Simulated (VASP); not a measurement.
AlN, 18 atoms in the cell. The cell holds an amorphous packing of atoms, 18 atoms: a = 5.999 Å, b = 5.468 Å, c = 6.003 Å, α = 86.33°, β = 94.83°, γ = 90.56°. 

```yaml
Program: VASP 6.6.1
Task: single point
Functional: PBEsol
Potentials_or_basis: VASP PAW PBE potentials, release 64 (Al, N)
Cutoff: 520 eV
k_mesh: 1 × 1 × 1
Occupations: fermi-dirac, width 0.05 eV
Spin: no spin polarisation
Dipole_correction: no
Further_INCAR_settings: LREAL = Auto; ALGO = Normal; EDIFF = 1e-07; NBANDS = 51; ISYM = 0
```

Potentials or basis: VASP PAW PBE potentials, release 64 (Al, N).

Launch:

```bash
$ cat potpaw_PBE.64/Al/POTCAR potpaw_PBE.64/N/POTCAR > POTCAR
$ mpirun -np 1 vasp_gam > vasp.out
```

Hardware: 1 thread of Intel(R) Xeon(R) Platinum 8488C (Sapphire Rapids), on a shared host.

Task: How long does it take, and how much memory?

Result: It took 29 s on 1 thread of Intel(R) Xeon(R) Platinum 8488C (Sapphire Rapids), with other jobs on the host, peak memory 0.26 GiB. Counts: scf iterations 17, k points 1.
